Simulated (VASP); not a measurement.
Al:

```
CELL_PARAMETERS angstrom
0.00000 2.81947 2.81947
2.81947 0.00000 2.81947
2.81947 2.81947 0.00000
ATOMIC_POSITIONS crystal
Al 0.12500 0.12500 0.12500
Al 0.87500 0.87500 0.87500
```

- Program: VASP 6.6.1
- Task: relaxation of cell and atoms
- Functional: BLYP
- Potentials or basis: VASP PAW PBE potentials, release 64 (Al)
- Cutoff: 600 eV
- k mesh: 10 × 10 × 10
- Occupations: fermi-dirac, width 0.1 eV
- Spin: no spin polarisation

At the start: pressure 14.4 GPa; volume 22.41 Å³/atom.

Question: How do energy, volume and symmetry change on relaxing?

Answer: Over 3 steps the energy falls by 243.1 meV/atom and the volume is 29.20 Å³/atom (+30.3 %); space group Fd-3m (No. 227, to 0.05 Å).

Step by step:
| step | energy change (eV) | largest force (eV/Å) | pressure (GPa) | volume (Å³) |
| --- | --- | --- | --- | --- |
| 1 | 0.0000 | 0.0000 | 14.37 | 44.83 |
| 2 | -0.4856 | 0.0000 | -0.34 | 59.18 |
| 3 | -0.4863 | 0.0000 | 0.05 | 58.40 |

Final structure:
```
Al
1.0
     0.00000    3.07939    3.07939
     3.07939    0.00000    3.07939
     3.07939    3.07939    0.00000
Al
2
Direct
  0.12500 0.12500 0.12500
  0.87500 0.87500 0.87500
```

Caveat: the volume moved by over 15 % at a fixed basis, so the end points are rough; the PAW data sets were made with another functional, which shifts forces and pressure a little.
